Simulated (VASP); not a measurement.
# Si5Sn (P6/mmm) in VASP: further runs, part 2 of 2

VASP 6.6.1. Earlier steps stand in the parts before.

### 4 Relaxation of cell and atoms, PBE

File INCAR:

```
ALGO = Normal
EDIFF = 1E-6
EDIFFG = -0.04
ENCUT = 600
GGA = PE
IBRION = 2
ISIF = 3
ISMEAR = 0
LASPH = True
LCHARG = False
LREAL = False
LWAVE = False
NELM = 60
NSW = 90
PREC = Accurate
SIGMA = 0.1
```

File KPOINTS:

```
k-points
0
Gamma
  6 6 4
```

File POSCAR:

```
Si5Sn
1.0
    4.4747263700      0.0000000000      0.0000000000
   -2.2373631900      3.8752267100      0.0000000000
    0.0000000000      0.0000000000      6.3454741100
Si Sn
5 1
Direct
    0.5000000000      0.0000000000      0.5000000000
    0.0000000000      0.5000000000      0.5000000000
    0.5000000000      0.5000000000      0.5000000000
    0.0000000000      0.0000000000      0.6320973300
    0.0000000000      0.0000000000      0.3679026700
    0.0000000000      0.0000000000      0.0000000000
```

Command:

```
$ cat potpaw_PBE.64/Si/POTCAR potpaw_PBE.64/Sn_d/POTCAR > POTCAR
$ mpirun -np 1 vasp_std > vasp.out
```

Run time: 18 min. Hardware: 1 thread of Intel Xeon 8259CL, shared host; peak memory 0.29 GiB.

Results (log left out):

| Quantity | Value |
| --- | --- |
| Free energy | -26.1229 eV |
| Relaxed volume | 26.55 Å³/atom |
| Relaxed cell | a = 4.745 Å, b = 4.745 Å, c = 8.171 Å, α = 90.00°, β = 90.00°, γ = 120.00° |
| Space group after relaxing (to 0.1 Å) | P6/mmm (No. 191) |
| Pressure after relaxing | 0.0 GPa |
| Band gap on the k mesh | zero (bands 17 and 18 overlap by 0.96 eV) |

Stress tensor (GPa, compression positive):
```
-0.02  0.00  0.00
 0.00 -0.02  0.00
 0.00  0.00  0.09
```

Final structure:
```xyz
6
Lattice="4.7450 0.0000 0.0000 -2.3725 4.1093 0.0000 0.0000 0.0000 8.1711" Properties=species:S:1:pos:R:3 pbc="T T T"
Si    2.3725    0.0000    4.0856
Si    3.5588    2.0546    4.0856
Si    1.1863    2.0546    4.0856
Si    0.0000    0.0000    5.4165
Si    0.0000    0.0000    2.7547
Sn    4.7450    0.0000    0.0000
```

Levels at points of the mesh, in eV from the Fermi level:
```csv
k point,band 13,band 14,band 15,band 16,band 17,band 18,band 19,band 20,band 21
"(0.00, 0.00, 0.00)",-4.38,-4.38,-2.23,-0.89,-0.07,-0.07,1.35,1.35,1.80
"(0.50, 0.00, 0.00)",-1.43,-1.29,-1.25,-0.85,0.11,0.40,0.68,0.73,1.12
"(0.00, 0.00, 0.50)",-4.38,-4.38,-3.51,-0.38,-0.38,-0.11,1.85,1.85,2.29
"(0.50, 0.00, 0.50)",-3.93,-1.45,-0.58,-0.46,-0.16,0.40,0.97,1.47,1.89
```

Caveat: the volume moved by over 15 % at a fixed basis, so the end points are rough; spin-orbit coupling is left out, which moves the levels of the heavy elements.

### 5 Single point, PBE

This run uses another cell than the first one, of 26.66 Å³/atom.

File INCAR:

```
SYSTEM = Si5Sn
PREC     = Accurate       ! precision mode
ENCUT    = 520            ! plane-wave cutoff, eV
EDIFF    = 1E-6           ! SCF threshold, eV
ISMEAR   = 0              ! smearing method
SIGMA    = 0.1            ! smearing width, eV
LREAL    = .False.        ! projectors in reciprocal space
LASPH    = .True.         ! aspherical terms in the spheres
NELM     = 60             ! most SCF steps
ALGO     = Normal         ! electronic algorithm
ISIF     = 2              ! what is computed and relaxed
LWAVE    = .False.        ! write WAVECAR
LCHARG   = .True.         ! write CHGCAR
GGA      = PE             ! functional
LELF     = .True.         ! ELF
LVHAR    = .True.       
NBANDS   = 26             ! bands
```

File KPOINTS:

```
regular mesh
0
Gamma
  12 12 6
  0 0 0
```

File POSCAR:

```
Si5Sn
1.0
    4.7878592063      0.0000000000      0.0000000000
   -2.3939296031      4.1464077024      0.0000000000
    0.0000000000      0.0000000000      8.0568310135
Si Sn
5 1
Direct
    0.5000000000      0.0000000000      0.5000000000
    0.0000000000      0.5000000000      0.5000000000
    0.5000000000      0.5000000000      0.5000000000
    0.0000000000      0.0000000000      0.6602545730
    0.0000000000      0.0000000000      0.3397454270
    0.0000000000      0.0000000000      0.0000000000
```

Command:

```
$ cat potpaw_PBE.64/Si/POTCAR potpaw_PBE.64/Sn_d/POTCAR > POTCAR
$ mpirun -np 1 vasp_std > vasp.out
```

Wall time 7.4 min (1 thread of Intel Xeon 8259CL, shared host); peak memory 0.43 GiB.

Results (log left out):

- Free energy: -26.1074 eV
- Pressure: -0.1 GPa
- Largest force: 0.009 eV/Å
- Band gap on the k mesh: zero (bands 17 and 18 overlap by 0.90 eV)

Forces in eV/Å, atoms in the order of the input:
```
Si   0.000  0.000  0.000
Si   0.000  0.000  0.000
Si   0.000  0.000  0.000
Si   0.000  0.000 -0.009
Si   0.000  0.000  0.009
Sn   0.000  0.000  0.000
```

Levels at points of the mesh, in eV from the Fermi level:
```
           k point  band 14  band 15  band 16  band 17  band 18  band 19  band 20  band 21
(0.00, 0.00, 0.00)    -4.47    -2.17    -0.78    -0.08    -0.08     1.28     1.28     1.80
(0.50, 0.00, 0.00)    -1.25    -1.21    -0.71     0.06     0.29     0.62     0.80     0.87
(0.00, 0.00, 0.50)    -4.47    -3.61    -0.43    -0.43    -0.11     1.78     1.78     2.28
(0.50, 0.00, 0.50)    -1.47    -0.50    -0.50    -0.16     0.29     0.73     1.48     1.64
```

Caveat: spin-orbit coupling is left out, which moves the levels of the heavy elements.

### 6 Relaxation of cell and atoms, PBE

This run uses another cell than the first one, of 26.54 Å³/atom.

File INCAR:

```
SYSTEM = Si5Sn
PREC = Accurate
ENCUT = 600
EDIFF = 1E-7
ISMEAR = 0
SIGMA = 0.1
LREAL = .False.
LASPH = .True.
NELM = 100
ALGO = Normal
ISIF = 3
LWAVE = .False.
LCHARG = .False.
GGA = PE
IBRION = 2
NSW = 100
EDIFFG = -0.01
```

File KPOINTS:

```
Automatic mesh
0
Gamma
  12 12 6
  0 0 0
```

File POSCAR:

```
Si5Sn
1.0
    4.7462097450      0.0000000000      0.0000000000
   -2.3731048725      4.1103382109      0.0000000000
    0.0000000000      0.0000000000      8.1622036524
Si Sn
5 1
Direct
    0.5000000000      0.0000000000      0.5000000000
    0.0000000000      0.5000000000      0.5000000000
    0.5000000000      0.5000000000      0.5000000000
    0.0000000000      0.0000000000      0.6631342686
    0.0000000000      0.0000000000      0.3368657314
    0.0000000000      0.0000000000      0.0000000000
```

Potentials or basis: VASP PAW PBE potentials, release 64 (Si, Sn_d).

Command:

```
$ cat potpaw_PBE.64/Si/POTCAR potpaw_PBE.64/Sn_d/POTCAR > POTCAR
$ mpirun -np 1 vasp_std > vasp.out
```

Wall time 33 min (1 thread of Intel Xeon 8259CL, shared host); peak memory 0.54 GiB.

It converged, with:

- Free energy: -26.1077 eV
- Relaxed volume: 26.63 Å³/atom
- Relaxed cell: a = 4.785 Å, b = 4.785 Å, c = 8.058 Å, α = 90.00°, β = 90.00°, γ = 120.00°
- Space group after relaxing (to 0.1 Å): P6/mmm (No. 191)
- Energy gained by relaxing: 3.2 meV/atom
- Ionic steps: 7
- Pressure after relaxing: 0.0 GPa
- Band gap on the k mesh: zero (bands 17 and 18 overlap by 0.90 eV)

Forces in eV/Å, atoms in the order of the input:
```
Si   0.000  0.000  0.000
Si   0.000  0.000  0.000
Si   0.000  0.000  0.000
Si   0.000  0.000  0.002
Si   0.000  0.000 -0.002
Sn   0.000  0.000  0.000
```

Step by step:
```tsv
step	energy change (eV)	largest force (eV/Å)	pressure (GPa)	volume (Å³)
1	0.0000	0.2102	0.24	159.23
2	-0.0155	0.1375	-0.13	160.14
3	-0.0173	0.0968	-0.27	160.55
4	-0.0188	0.0179	0.03	159.51
5	-0.0188	0.0198	0.03	159.53
6	-0.0189	0.0118	0.02	159.61
7	-0.0189	0.0023	0.00	159.76
```

Final structure:
```
CELL_PARAMETERS angstrom
4.78465 0.00000 0.00000
-2.39233 4.14363 0.00000
0.00000 0.00000 8.05796
ATOMIC_POSITIONS crystal
Si 0.50000 0.00000 0.50000
Si 0.00000 0.50000 0.50000
Si 0.50000 0.50000 0.50000
Si 0.00000 0.00000 0.66014
Si 0.00000 0.00000 0.33986
Sn 0.00000 0.00000 0.00000
```

Levels at points of the mesh, in eV from the Fermi level:
```
           k point  band 13  band 14  band 15  band 16  band 17  band 18  band 19  band 20  band 21
(0.00, 0.00, 0.00)    -4.47    -4.47    -2.17    -0.79    -0.08    -0.08     1.28     1.28     1.80
(0.50, 0.00, 0.00)    -1.41    -1.25    -1.22    -0.71     0.06     0.29     0.63     0.80     0.87
(0.00, 0.00, 0.50)    -4.47    -4.47    -3.61    -0.42    -0.42    -0.10     1.78     1.78     2.29
(0.50, 0.00, 0.50)    -3.94    -1.47    -0.51    -0.50    -0.16     0.29     0.74     1.48     1.65
```

Caveat: spin-orbit coupling is left out, which moves the levels of the heavy elements.

### 7 Overview

| task | cell | k mesh | cutoff (eV) | gap on the mesh (eV) | pressure (GPa) | relaxed volume (Å³/atom) | largest force (eV/Å) |
| --- | --- | --- | --- | --- | --- | --- | --- |
| single point | a = 4.475, b = 4.475, c = 6.345 Å, angles 90.0, 90.0, 120.0°, 6 atoms, atomic positions A | 6 × 6 × 4 | 520 | none | 47.1 | - | 22.68 |
| single point | a = 4.746, b = 4.746, c = 8.162 Å, angles 90.0, 90.0, 120.0°, 6 atoms, atomic positions B | 6 × 6 × 4 | 520 | none | 0.0 | - | 0.02 |
| relaxation of cell and atoms | relaxed from a = 4.475, b = 4.475, c = 6.345 Å, angles 90.0, 90.0, 120.0°, 6 atoms, atomic positions A | 6 × 6 × 4 | 600 | none | 0.0 | 26.55 | - |
| single point | a = 4.788, b = 4.788, c = 8.057 Å, angles 90.0, 90.0, 120.0°, 6 atoms, atomic positions C | 12 × 12 × 6 | 520 | none | -0.1 | - | 0.01 |
| relaxation of cell and atoms | relaxed from a = 4.746, b = 4.746, c = 8.162 Å, angles 90.0, 90.0, 120.0°, 6 atoms, atomic positions B | 12 × 12 × 6 | 600 | none | 0.0 | 26.63 | - |

Alike in all rows: level PBE; potentials or basis VASP PAW PBE potentials, release 64 (Si, Sn_d); no spin polarisation; smearing gaussian 0.1 eV.

Caveats: spin-orbit coupling is left out, which moves the levels of the heavy elements; the cell stands under pressure (at least some runs); forces of over 1 eV/Å act on the atoms, so gaps and moduli don't describe the material at rest (at least some runs); the volume moved by over 15 % at a fixed basis, so the end points are rough (at least some runs).

Absolute energies hang on the potentials; compare differences alone.
